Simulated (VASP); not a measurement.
# Se (P3_121) in VASP: single point with PBE

Aim: the single point of Se with PBE.

All numbers are computed with VASP 6.6.1; they aren't measurements. Logs are shortened: lines on timing, memory, paths and dates and some standing lists are left out, and cuts for length are marked.

### Step 1. The cell of the first run

Symmetry: P3_121, No. 152, trigonal system. The conventional cell has a = 4.366 Å, b = 4.366 Å, c = 4.954 Å, α = 90.00°, β = 90.00°, γ = 120.00°. Within 3.1 Å of Se (site symmetry 2) lie 2 Se at 2.37 Å.

### Step 2. Single point, PBE

Input file POSCAR:

```
Se
1.0
    4.3662000000      0.0000000000      0.0000000000
   -2.1831000000      3.7812401180      0.0000000000
    0.0000000000      0.0000000000      4.9536000000
Se
3
Direct
    0.2254000000      0.0000000000      0.3333333333
    0.0000000000      0.2254000000      0.6666666667
    0.7746000000      0.7746000000      0.0000000000
```

Input file INCAR.step1:

```
SYSTEM = Se
PREC = Accurate
ENCUT = 520
EDIFF = 1E-6
ISMEAR = 0
SIGMA = 0.05
LREAL = .FALSE.
LASPH = .TRUE.
NELM = 80
ALGO = Normal
ISIF = 2
LWAVE = .FALSE.
LCHARG = .TRUE.
GGA = PE
NBANDS = 16
```

Input file KPOINTS.step1:

```
Automatic mesh
0
G
  9 9 6
  0 0 0
```

Input file INCAR.step2:

```
SYSTEM = Se
PREC = Accurate
ENCUT = 520
EDIFF = 1E-6
ISMEAR = -5
SIGMA = 0.05
LREAL = .FALSE.
LASPH = .TRUE.
NELM = 80
ALGO = Normal
ISIF = 2
LWAVE = .FALSE.
LCHARG = .FALSE.
GGA = PE
LORBIT = 11
NBANDS = 16
NEDOS = 1001
ICHARG = 11
```

Input file KPOINTS.step2:

```
Automatic mesh
0
G
  14 14 9
  0 0 0
```

Potentials or basis: VASP PAW PBE potentials, release 64 (Se).

Run with:

```console
$ cat potpaw_PBE.64/Se/POTCAR > POTCAR
$ cp INCAR.step1 INCAR
$ cp KPOINTS.step1 KPOINTS
$ mpirun -np 1 vasp_std > vasp.out
$ cp INCAR.step2 INCAR
$ cp KPOINTS.step2 KPOINTS
$ mpirun -np 1 vasp_std > vasp.out
```

OUTCAR:

```text
SYSTEM = Se
   PREC = Accurate
   ENCUT = 520
   EDIFF = 1E-6
   ISMEAR = -5
   LREAL = .FALSE.
   LASPH = .TRUE.
   NELM = 80
   ISIF = 2
   GGA = PE
   LORBIT = 11
   ICHARG = 11

 ion  position               nearest neighbor table
   1  0.225  0.000  0.333-   3 2.37   2 2.37
   2  0.000  0.225  0.667-   3 2.37   1 2.37
   3  0.775  0.775  0.000-   2 2.37   1 2.37

  LATTYP: Found a hexagonal cell.
 ALAT       =     4.3662000000
 C/A-ratio  =     1.1345334616

  Lattice vectors:

 A1 = (   4.3662000000,   0.0000000000,   0.0000000000)
 A2 = (  -2.1831000000,   3.7812401180,   0.0000000000)
 A3 = (   0.0000000000,   0.0000000000,   4.9536000000)

Analysis of symmetry for initial positions (statically):
=====================================================================
 Subroutine PRICEL returns:
 Original cell was already a primitive cell.

 Routine SETGRP: Setting up the symmetry group for a
 hexagonal supercell.

 Subroutine GETGRP returns: Found  6 space group operations
 (whereof  2 operations were pure point group operations)
 out of a pool of 24 trial point group operations.

The static configuration has the point symmetry C_2 .
 The point group associated with its full space group is D_3 .

Analysis of symmetry for dynamics (positions and initial velocities):
=====================================================================
 Subroutine PRICEL returns:
 Original cell was already a primitive cell.

 Routine SETGRP: Setting up the symmetry group for a
 hexagonal supercell.

 Subroutine GETGRP returns: Found  6 space group operations
 (whereof  2 operations were pure point group operations)
 out of a pool of 24 trial point group operations.

The dynamic configuration has the point symmetry C_2 .
 The point group associated with its full space group is D_3 .

 Subroutine INISYM returns: Found  6 space group operations
 (whereof  2 operations are pure point group operations),
 and found     1 'primitive' translations

----------------------------------------------------------------------------------------

                                     Primitive cell

  volume of cell :      81.7822

  direct lattice vectors                    reciprocal lattice vectors
     4.366200000  0.000000000  0.000000000     0.229032110  0.132231751  0.000000000
    -2.183100000  3.781240118  0.000000000     0.000000000  0.264463501  0.000000000
     0.000000000  0.000000000  4.953600000     0.000000000  0.000000000  0.201873385

  length of vectors
     4.366200000  4.366200000  4.953600000     0.264463501  0.264463501  0.201873385

  position of ions in fractional coordinates (direct lattice)
     0.225400000  0.000000000  0.333333333
     0.000000000  0.225400000  0.666666667
     0.774600000  0.774600000  0.000000000

  ion indices of the primitive-cell ions
   primitive index   ion index
                 1           1
                 2           2
                 3           3

----------------------------------------------------------------------------------------

 KPOINTS: Automatic mesh

Automatic generation of k-mesh.
 Grid dimensions read from file:
 generate k-points for:   14   14    9

 Generating k-lattice:

  Cartesian coordinates                     Fractional coordinates (reciprocal lattice)
     0.016359436  0.009445125  0.000000000     0.071428571  0.000000000  0.000000000
     0.000000000  0.018890250  0.000000000     0.000000000  0.071428571  0.000000000
     0.000000000  0.000000000  0.022430376     0.000000000  0.000000000  0.111111111

  Length of vectors
     0.018890250  0.018890250  0.022430376

  Shift w.r.t. Gamma in fractional coordinates (k-lattice)
     0.000000000  0.000000000  0.000000000

 TETIRR: Found   2581 inequivalent tetrahedra from    10584

 Subroutine IBZKPT returns following result:
 ===========================================

 Found    184 irreducible k-points:

 Following reciprocal coordinates:
            Coordinates               Weight
  0.000000  0.000000  0.000000      1.000000
  0.071429  0.000000  0.000000      6.000000
  0.142857  0.000000  0.000000      6.000000
  0.214286 -0.000000  0.000000      6.000000
  0.285714 -0.000000  0.000000      6.000000
  0.357143 -0.000000  0.000000      6.000000
[... 16 lines left out ...]
  0.285714  0.285714  0.000000      6.000000
  0.357143  0.285714  0.000000      6.000000
 [... further k-points ...]
   k-points           NKPTS =    184   k-points in BZ     NKDIM =    184   number of bands    NBANDS=     16
   number of dos      NEDOS =   1001   number of ions     NIONS =      3
   total plane-waves  NPLWV =  40960
   dimension x,y,z NGX =    32 NGY =   32 NGZ =   40
   dimension x,y,z NGXF=    64 NGYF=   64 NGZF=   80
   ions per type =               3
   NGX,Y,Z   is equivalent  to a cutoff of  12.18, 12.18, 13.42 a.u.
   NGXF,Y,Z  is equivalent  to a cutoff of  24.37, 24.37, 26.85 a.u.
 SYSTEM =  Se
   PREC   = accura    normal or accurate (medium, high low for compatibility)
   ISTART =      0    job   : 0-new  1-cont  2-samecut
   ICHARG =     11    charge: 1-file 2-atom 10-const
   ISPIN  =      1    spin polarized calculation?
   LNONCOLLINEAR =      F non collinear calculations
   LSORBIT =      F    spin-orbit coupling
   LASPH  =      T    aspherical Exc in radial PAW
   ENCUT  =  520.0 eV  38.22 Ry    6.18 a.u.   8.12  8.12  9.21*2*pi/ulx,y,z
   NELM   =     80;   NELMIN=  2; NELMDL=  0     # of ELM steps
   EDIFF  = 0.1E-05   stopping-criterion for ELM
   LREAL  =      F    real-space projection
   EDIFFG = 0.1E-04   stopping-criterion for IOM
   NSW    =      0    number of steps for IOM
   IBRION =     -1    ionic relax: 0-MD 1-quasi-New 2-CG
   NFREE  =      0    steps in history (QN), initial steepest desc. (CG)
   ISIF   =      2    stress and relaxation
   ISYM   =      2    0-nonsym 1-usesym 2-fastsym
   POTIM  = 0.5000    time-step for ionic-motion
   TEBEG  =    0.0;   TEEND  =   0.0 temperature during run
   PSTRESS=    0.0 pullay stress
   NELECT =      18.0000    total number of electrons
   NUPDOWN=      -1.0000    fix difference up-down
   EMIN   =  10.00;   EMAX   =-10.00  energy-range for DOS
   EFERMI =   0.00;   METHOD = LEGACY
   ISMEAR =    -5;   SIGMA  =   0.05  broadening in eV -4-tet -1-fermi 0-gaus
   EFERMI_NEDOS =   21; number of points for ismear=-14 and -15
   IALGO  =     38    algorithm
   IMIX   =      4    mixing-type and parameters
     AMIX     =   0.40;   BMIX     =  1.00
     AMIX_MAG =   1.60;   BMIX_MAG =  1.00
  volume/ion in A,a.u.               =      27.26       183.96
  Fermi-wavevector in a.u.,A,eV,Ry     =   0.988430  1.867862 13.292817  0.976995
  Thomas-Fermi vector in A             =   2.119956
   LORBIT       =     11    0 simple, 1 ext, 2 COOP (PROOUT), +10 PAW based schemes
   GGA     = PE    functional components
   LHFCALC =     F    Hartree Fock is set to
   AEXX    =    0.0000 exact exchange contribution
   IVDW    =     0    specifies the selected vdW correction
   LEPSILON=     F    determine dielectric tensor
   LRPA    =     F    only Hartree local field effects (RPA)
 non-spin polarized calculation
 Fermi weights with tetrahedron method with Bloechl corrections
  energy-cutoff  :      520.00
  volume of cell :       81.78
 maximum number of plane-waves:      2219

 number of electron      18.0000001 magnetization

 Free energy of the ion-electron system (eV)
  ---------------------------------------------------
  ext. energy  EPLUGINS =         0.00000000
  ---------------------------------------------------
  free energy    TOTEN  =       -10.46842079 eV

  energy without entropy =      -10.46842079  energy(sigma->0) =      -10.46842079

 E-fermi :   2.6772     XC(G=0):  -8.8424

 val. band max:        2.6639870345   @ k =  -0.0714   0.5000   0.4444
 cond. band min:       3.8607869763   @ k =   0.3571   0.2857   0.4444
 fundamental gap:      1.1967999418
 Fermi energy:         2.6772029878

 k-point     1 :       0.0000    0.0000    0.0000
  band No.  band energies     occupation
      1     -13.1746      2.00000
      2      -9.0517      2.00000
      3      -9.0517      2.00000
      4      -1.1586      2.00000
      5      -1.1585      2.00000
      6      -1.0820      2.00000
[... 8 lines left out ...]
     15       9.1626      0.00000
     16      11.0599      0.00000

 k-point     2 :       0.0714    0.0000    0.0000
  band No.  band energies     occupation
      1     -13.1544      2.00000
      2      -9.0698      2.00000
      3      -9.0497      2.00000
      4      -1.4068      2.00000
      5      -1.2369      2.00000
      6      -0.9503      2.00000
[... 8 lines left out ...]
     15       9.3733      0.00000
     16      11.0275      0.00000

 k-point     3 :       0.1429    0.0000    0.0000
  band No.  band energies     occupation
      1     -13.0962      2.00000
      2      -9.1237      2.00000
      3      -9.0442      2.00000
      4      -1.7424      2.00000
      5      -1.4095      2.00000
      6      -0.8956      2.00000
[... 8 lines left out ...]
     15       9.8481      0.00000
     16      11.0063      0.00000

 k-point     4 :       0.2143   -0.0000    0.0000
  band No.  band energies     occupation
      1     -13.0076      2.00000
      2      -9.2103      2.00000
      3      -9.0360      2.00000
      4      -2.0459      2.00000
      5      -1.6001      2.00000
      6      -0.9071      2.00000
[... 8 lines left out ...]
     15      10.3874      0.00000
     16      11.2564      0.00000
[... 324 lines left out ...]
 k-point    22 :       0.3571    0.2143    0.0000
  band No.  band energies     occupation
      1     -12.6540      2.00000
      2      -9.4435      2.00000
      3      -9.1734      2.00000
      4      -2.3803      2.00000
      5      -2.2168      2.00000
      6      -0.4594      2.00000
[... 8 lines left out ...]
     15      11.1722      0.00000
     16      12.2627      0.00000

 k-point    23 :       0.2857    0.2857    0.0000
  band No.  band energies     occupation
      1     -12.6483      2.00000
      2      -9.4003      2.00000
      3      -9.2256      2.00000
      4      -2.3412      2.00000
      5      -2.2643      2.00000
      6      -0.4044      2.00000
[... 8 lines left out ...]
     15      11.0410      0.00000
     16      12.0510      0.00000

 k-point    24 :       0.3571    0.2857    0.0000
  band No.  band energies     occupation
      1     -12.6304      2.00000
      2      -9.3774      2.00000
      3      -9.2704      2.00000
      4      -2.3365      2.00000
      5      -2.2804      2.00000
      6      -0.2339      2.00000
[... 8 lines left out ...]
     15      10.6461      0.00000
     16      12.3504      0.00000

 [... further k-points ...]
[... 5 lines left out ...]
  --------------------------------------------------------------------------------------
  -------------------------------------------------------------------------------------
  Total        1.1749758      1.1749758      2.1038772     -0.0000000      0.0000000      0.0000000
  in kB       23.0186952     23.0186952     41.2165997     -0.0000000      0.0000000      0.0000000
  external PRESSURE =      29.0846634 kB  Pullay stress =       0.0000000 kB

 VOLUME and BASIS-vectors are now :
 -----------------------------------------------------------------------------
  energy-cutoff  :      520.00
  volume of cell :       81.78
      direct lattice vectors                 reciprocal lattice vectors
     4.366200000  0.000000000  0.000000000     0.229032110  0.132231751  0.000000000
    -2.183100000  3.781240118  0.000000000     0.000000000  0.264463501  0.000000000
     0.000000000  0.000000000  4.953600000     0.000000000  0.000000000  0.201873385

 POSITION                                       TOTAL-FORCE (eV/Angst)
 -----------------------------------------------------------------------------------
      0.98414      0.00000      1.65120         0.435665     -0.000000      0.000000
     -0.49207      0.85229      3.30240        -0.217832      0.377297     -0.000000
      1.69103      2.92895      0.00000        -0.217832     -0.377297     -0.000000
 -----------------------------------------------------------------------------------
    total drift:                               -0.000021     -0.000036      0.000000

  FREE ENERGIE OF THE ION-ELECTRON SYSTEM (eV)
  ---------------------------------------------------
  free  energy   TOTEN  =       -10.4684207877 eV

  energy  without entropy=      -10.4684207877  energy(sigma->0) =      -10.46842079

 total charge

# of ion       s       p       d       tot
------------------------------------------
    1        1.512   2.183   0.058   3.753
    2        1.512   2.183   0.058   3.753
    3        1.512   2.183   0.058   3.753
--------------------------------------------------
tot          4.537   6.549   0.174  11.260
```

Run time: 1.9 min. Hardware: 1 thread of Intel Xeon Platinum 8488C (Sapphire Rapids), shared host; peak memory 0.32 GiB.

Results:

```
Valence electrons inside the program's atomic spheres : Se 3.75
```
